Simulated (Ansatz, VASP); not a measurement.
# Co: VASP beside Ansatz

```xyz
2
Lattice="2.4295 0.0000 0.0000 -1.2147 2.1040 0.0000 0.0000 0.0000 3.9180" Properties=species:S:1:pos:R:3 pbc="T T T"
Co    0.0000    1.4027    0.9795
Co    1.2147    0.7013    2.9385
```

Alike in both runs: functional LDA; k mesh 20 × 20 × 12; occupations gaussian, width 0.05 eV; collinear spin.

Ansatz relaxed the structure, and its values are those at the end. VASP's run is a single point on that final structure, the one shown.

```csv
,VASP,Ansatz
version,VASP 6.6.1,Ansatz 0.2.0
potentials or method,"VASP PAW LDA potentials, release 64 (Co), cutoff 520 eV","scalar-relativistic, plane waves, PAW"
valence electrons in the cell,18,34
```

```tsv
	VASP	Ansatz	Ansatz less VASP
gap on the k mesh at the Fermi level (eV)	none	none	-
pressure (GPa)	-1.3	0.0	+1.27
net moment per atom (μB)	1.49	1.52	+0.029
size of the moment on the site where the two differ most (μB)	1.49	1.57	+0.080
```

LDA's correlation is that of Perdew and Zunger in VASP and of Perdew and Wang (1992) in Ansatz. Site moments also hang on the region over which each program counts them. A gap of «none» marks a metal or a gap that the smearing closes. VASP's potentials hold 18 valence electrons a cell and Ansatz's 34, so a difference there can come from the potentials and not from the codes.
